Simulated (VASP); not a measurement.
Runs of VASP 6.6.1 on AgCl. The structure is that of space group Pm-3m (No. 221), or close to it. The cells are those of the table. 

```tsv
task	cell	gap on the mesh (eV)	pressure (GPa)
single point	a = 3.434, b = 3.434, c = 3.331 Å, 2 atoms	0.40	(c)
electric field gradients	a = 3.479 Å, 2 atoms	0.44	(b)
single point	a = 3.434, b = 3.434, c = 3.365 Å, 2 atoms	0.42	-3.9
electric field gradients	a = 3.462 Å, 2 atoms	0.44	(a)
electric field gradients	a = 3.457 Å, 2 atoms	0.44	-5.4
electric field gradients	a = 3.490 Å, 2 atoms	0.43	-6.3
electric field gradients	a = 3.434 Å, 2 atoms	0.44	-4.7
electric field gradients	a = 3.501 Å, 2 atoms	0.43	-6.5
```

Alike in all rows: level PBEsol; potentials or basis VASP PAW PBE potentials, release 64 (Ag, Cl); no spin polarisation; k mesh 9 × 9 × 9; cutoff (eV) 520; smearing fermi-dirac 0.01 eV.

Fill in the values left out.

(a) -5.6; (b) -6.0; (c) -3.4.

Caveats: the cell stands under tension; semilocal functionals underestimate gaps, and a narrow one can read as zero; the PAW data sets were made with another functional, which shifts forces and pressure a little; an odd mesh through Γ misses points on the zone boundary, where band edges can lie (at least some runs).

A k mesh can miss the band edges, and the runs leave out spin-orbit coupling on Ag.
